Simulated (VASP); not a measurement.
Input of a VASP 6.6.1 run:

INCAR

```
ALGO = Normal ; EDIFF = 1E-6
ENCUT = 520 ; GGA = PE
ISIF = 2 ; ISMEAR = 0
LASPH = T ; LCHARG = T
LELF = T ; LREAL = F
LVHAR = T ; LWAVE = F
NBANDS = 24 ; NELM = 100
PREC = Accurate ; SIGMA = 0.1
```

KPOINTS

```
k-points
0
Gamma
  10 10 10
```

File POSCAR:

```
MoH3Pb
1.0
    3.7815879629      0.0000000000      0.0000000000
    0.0000000000      3.7815879629      0.0000000000
    0.0000000000      0.0000000000      3.7815879629
H Mo Pb
3 1 1
Direct
    0.0000000000      0.5000000000      0.5000000000
    0.5000000000      0.0000000000      0.5000000000
    0.5000000000      0.5000000000      0.0000000000
    0.5000000000      0.5000000000      0.5000000000
    0.0000000000      0.0000000000      0.0000000000
```

Potentials or basis: VASP PAW PBE potentials, release 64 (H, Mo_sv, Pb_d).

Command:

```sh
$ cat potpaw_PBE.64/H/POTCAR potpaw_PBE.64/Mo_sv/POTCAR potpaw_PBE.64/Pb_d/POTCAR > POTCAR
$ mpirun -np 1 vasp_std > vasp.out
```

Q: Estimate the pressure.

A: 0.0 GPa.
